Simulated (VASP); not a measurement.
Here is a VASP 6.6.1 calculation.

The input INCAR:

```
  PREC = Accurate
  ENCUT = 520
  EDIFF = 1E-6
  ISMEAR = 0
  SIGMA = 0.05
  LREAL = F
  LASPH = T
  NELM = 80
  ALGO = Fast
  ISIF = 2
  LWAVE = F
  LCHARG = F
  GGA = CA
  NBANDS = 14
```

Contents of KPOINTS:

```
regular mesh
0
Gamma
  10 10 10
```

File POSCAR:

```
Bi
1.0
   -4.4703561000      4.4703561000      1.3590358000
    4.4703561000     -4.4703561000      1.3590358000
    4.4703561000      4.4703561000     -1.3590358000
Bi
1
Direct
    0.0000000000      0.0000000000      0.0000000000
```

Potentials or basis: VASP PAW LDA potentials, release 64 (Bi_d).

Run with:

```sh
$ cat potpaw_LDA.64/Bi_d/POTCAR > POTCAR
$ mpirun -np 1 vasp_std > vasp.out
```

(1) Predict the band gap on the k mesh.

(2) What does it give for the pressure?

Answers

(1) zero (an odd number of electrons rules out a gap without spin polarisation).

(2) 0.4 GPa.

Caveat: the cell differs from its parent crystal (strain +0.050 along x and y, -0.050 along z); spin-orbit coupling is left out, which moves the levels of the heavy elements.
